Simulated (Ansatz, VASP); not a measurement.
## One calculation of H, two programs

```
H
1.0
    -1.41019    1.41019    1.93064
     1.41019   -1.41019    1.93064
     1.41019    1.41019   -1.93064
H
2
Direct
  0.90015 0.90015 0.00000
  0.09985 0.09985 0.00000
```

Alike in both runs: functional LDA; k mesh 12 × 12 × 12; no spin polarisation.

Ansatz relaxed the structure, and its values are those at the end. VASP's run is a single point on that final structure, the one shown.

```csv
,VASP,Ansatz
version,VASP 6.6.1,Ansatz 0.2.0
potentials or method,"VASP PAW LDA potentials, release 64 (H), cutoff 520 eV","scalar-relativistic, plane waves, PAW"
occupations,"gaussian, width 0.01 eV",fixed
valence electrons in the cell,2,2
```

```tsv
	VASP	Ansatz	Ansatz less VASP
gap on the k mesh at the Fermi level (eV)	7.17	7.18	+0.008
least direct gap on the mesh (eV)	7.70	7.71	+0.007
pressure (GPa)	-0.3	0.0	+0.26
rms of the force components (eV/Å)	0.009	0.000	-0.0085
```

LDA's correlation is that of Perdew and Zunger in VASP and of Perdew and Wang (1992) in Ansatz.
